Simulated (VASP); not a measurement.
A run of VASP 6.6.1 is set up as follows.

File INCAR:

```
PREC = Accurate ; ENCUT = 520
EDIFF = 1E-6 ; ISMEAR = -1
SIGMA = 0.05 ; LREAL = False
LASPH = True ; NELM = 100
ALGO = Normal ; ISIF = 2
LWAVE = False ; LCHARG = False
NBANDS = 11
```

KPOINTS

```
Automatic mesh
0
Gamma
  8 8 8
```

File POSCAR:

```
Ca
1.0
    0.0000000000      2.7942000000      2.7942000000
    2.7942000000      0.0000000000      2.7942000000
    2.7942000000      2.7942000000      0.0000000000
Ca
1
Direct
    0.0000000000      0.0000000000      0.0000000000
```

Potentials or basis: VASP PAW LDA potentials, release 64 (Ca_sv).

Run with:

```sh
$ cat potpaw_LDA.64/Ca_sv/POTCAR > POTCAR
$ mpirun -np 1 vasp_std > vasp.out
```

Task: What does it give for the pressure?

Result: -2.2 GPa.

Task: Predict the band gap on the k mesh.

Result: Zero (bands 5 and 6 overlap by 0.32 eV).
